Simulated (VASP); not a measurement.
# MgSnO4 (P6/mmm) in VASP: notebook, part 2 of 2

VASP 6.6.1. Earlier steps stand in the parts before.

## (3) Single point, PBE

This run uses another cell than the first one, of 18.91 Å³/atom.

INCAR reads:

```
ALGO = Fast
EDIFF = 1E-6
ENCUT = 520
GGA = PE
ISIF = 2
ISMEAR = 0
LASPH = True
LCHARG = True
LELF = True
LREAL = False
LVHAR = True
LWAVE = False
NBANDS = 29
NELM = 80
PREC = Accurate
SIGMA = 0.1
```

KPOINTS reads:

```
k-points
0
Gamma
  6 6 4
```

POSCAR reads:

```
MgSnO4
1.0
    3.8005622860      0.0000000000      0.0000000000
   -1.9002811430      3.2913834883      0.0000000000
    0.0000000000      0.0000000000      9.0701315472
Mg Sn O
1 1 4
Direct
    0.0000000000      0.0000000000      0.0000000000
    0.0000000000      0.0000000000      0.5000000000
    0.3333333333      0.6666666667      0.5000000000
    0.6666666667      0.3333333333      0.5000000000
    0.3333333333      0.6666666667      0.0000000000
    0.6666666667      0.3333333333      0.0000000000
```

Potentials or basis: VASP PAW PBE potentials, release 64 (Mg, Sn_d, O).

Run with:

```sh
$ cat potpaw_PBE.64/Mg/POTCAR potpaw_PBE.64/Sn_d/POTCAR potpaw_PBE.64/O/POTCAR > POTCAR
$ mpirun -np 1 vasp_std > vasp.out
```

Wall time 3.3 min (1 thread of Oxide Virtual Turin-like, shared host); peak memory 0.22 GiB.

Results (log left out):

```
Free energy            : -27.7229 eV
Pressure               : 0.1 GPa
Band gap on the k mesh : zero (bands 20 and 21 overlap by 0.45 eV)
```

Stress tensor (GPa, compression positive):
```
-0.03  0.00  0.00
 0.00 -0.03  0.00
 0.00  0.00  0.31
```

Levels at points of the mesh, in eV from the Fermi level:
```
           k point  band 18  band 19  band 20  band 21  band 22  band 23
(0.00, 0.00, 0.00)    -2.45    -0.77    -0.37    -0.37     0.17     3.02
(0.50, 0.00, 0.00)    -0.87    -0.19     0.00     0.83     1.77     2.04
(0.00, 0.00, 0.50)    -2.31    -0.77    -0.37    -0.37     0.17     2.39
(0.50, 0.00, 0.50)    -0.88    -0.19     0.00     0.83     1.77     2.04
```

Caveat: semilocal functionals underestimate gaps, and a narrow one can read as zero; spin-orbit coupling is left out, which moves the levels of the heavy elements.

## (4) Single point, PBE

This run uses another cell than the first one, of 21.50 Å³/atom.

INCAR reads:

```
PREC = Accurate
ENCUT = 520
EDIFF = 1E-6
ISMEAR = 0
SIGMA = 0.1
LREAL = False
LASPH = True
NELM = 100
ALGO = Fast
ISIF = 2
LWAVE = False
LCHARG = False
GGA = PE
NBANDS = 29
```

KPOINTS reads:

```
regular mesh
0
Gamma
  12 12 4
```

POSCAR, as its differences from that of step 3:

```diff
@@ -2,5 +2,5 @@
 1.0
-    3.8005622860      0.0000000000      0.0000000000
-   -1.9002811430      3.2913834883      0.0000000000
-    0.0000000000      0.0000000000      9.0701315472
+    3.8024725439      0.0000000000      0.0000000000
+   -1.9012362719      3.2930378202      0.0000000000
+    0.0000000000      0.0000000000     10.2999497962
 Mg Sn O
```

Potentials or basis: VASP PAW PBE potentials, release 64 (Mg, Sn_d, O).

Run with:

```sh
$ cat potpaw_PBE.64/Mg/POTCAR potpaw_PBE.64/Sn_d/POTCAR potpaw_PBE.64/O/POTCAR > POTCAR
$ mpirun -np 1 vasp_std > vasp.out
```

OUTCAR:

```text
PREC = Accurate
   ENCUT = 520
   EDIFF = 1E-6
   ISMEAR = 0
   LREAL = False
   LASPH = True
   NELM = 100
   ISIF = 2
   GGA = PE

 ion  position               nearest neighbor table
   1  0.000  0.000  0.000-   5 2.20   6 2.20   5 2.20   6 2.20   6 2.20   5 2.20
   2  0.000  0.000  0.500-   3 2.20   4 2.20   3 2.20   4 2.20   4 2.20   3 2.20
   3  0.333  0.667  0.500-   2 2.20   2 2.20   2 2.20
   4  0.667  0.333  0.500-   2 2.20   2 2.20   2 2.20
   5  0.333  0.667  0.000-   1 2.20   1 2.20   1 2.20
   6  0.667  0.333  0.000-   1 2.20   1 2.20   1 2.20
[... 976 lines left out ...]
  -------------------------------------------------------------------------------------
  Total        0.0226505      0.0226505     -0.0716307      0.0000000      0.0000000      0.0000000
  in kB        0.2813785      0.2813785     -0.8898393      0.0000000      0.0000000      0.0000000
  external PRESSURE =      -0.1090275 kB  Pullay stress =       0.0000000 kB

 VOLUME and BASIS-vectors are now :
 -----------------------------------------------------------------------------
  energy-cutoff  :      520.00
  volume of cell :      128.97
      direct lattice vectors                 reciprocal lattice vectors
     3.802472544  0.000000000  0.000000000     0.262986777  0.151835487  0.000000000
    -1.901236272  3.293037820  0.000000000     0.000000000  0.303670973  0.000000000
     0.000000000  0.000000000 10.299949796     0.000000000  0.000000000  0.097087852

 POSITION                                       TOTAL-FORCE (eV/Angst)
 -----------------------------------------------------------------------------------
      0.00000      0.00000      0.00000         0.000000      0.000000     -0.000000
      0.00000      0.00000      5.14997         0.000000      0.000000     -0.000000
     -0.00000      2.19536      5.14997         0.000000      0.000000     -0.000000
      1.90124      1.09768      5.14997        -0.000000     -0.000000      0.000000
     -0.00000      2.19536      0.00000         0.000000     -0.000000      0.000000
      1.90124      1.09768      0.00000        -0.000000      0.000000     -0.000000
 -----------------------------------------------------------------------------------
    total drift:                                0.000000     -0.000000      0.000000

  FREE ENERGIE OF THE ION-ELECTRON SYSTEM (eV)
  ---------------------------------------------------
  free  energy   TOTEN  =       -27.7954174868 eV

  energy  without entropy=      -27.7686900853  energy(sigma->0) =      -27.78205379
```

Run time: 12 min. Hardware: 1 thread of Oxide Virtual Turin-like, shared host; peak memory 0.34 GiB.

What came out:

- Free energy: -27.7954 eV
- Pressure: 0.0 GPa
- Band gap on the k mesh: zero (bands 20 and 21 overlap by 0.47 eV)

Caveat: semilocal functionals underestimate gaps, and a narrow one can read as zero; spin-orbit coupling is left out, which moves the levels of the heavy elements.

## (5) Summary

| cell | k mesh | further INCAR settings | gap on the mesh (eV) | pressure (GPa) |
| --- | --- | --- | --- | --- |
| a = 4.451, b = 4.451, c = 4.806 Å, angles 90.0, 90.0, 120.0°, 6 atoms | 6 × 6 × 4 | ALGO = Fast; EDIFF = 1e-07; NBANDS = 29 | none | -6.2 |
| a = 3.801, b = 3.801, c = 9.070 Å, angles 90.0, 90.0, 120.0°, 6 atoms | 6 × 6 × 4 | ALGO = Fast; EDIFF = 1e-06; NBANDS = 29 | none | 0.1 |
| a = 3.802, b = 3.802, c = 10.300 Å, angles 90.0, 90.0, 120.0°, 6 atoms | 12 × 12 × 4 | ALGO = Fast; EDIFF = 1e-06; NBANDS = 29 | none | 0.0 |

Alike in all rows: task single point; level PBE; potentials or basis VASP PAW PBE potentials, release 64 (Mg, Sn_d, O); no spin polarisation; cutoff (eV) 520; smearing gaussian 0.1 eV.

Caveats: spin-orbit coupling is left out, which moves the levels of the heavy elements; semilocal functionals underestimate gaps, and a narrow one can read as zero (at least some runs); the stress differs along the axes, from -19 to 19 GPa (at least some runs).

Absolute energies hang on the potentials; compare differences alone.
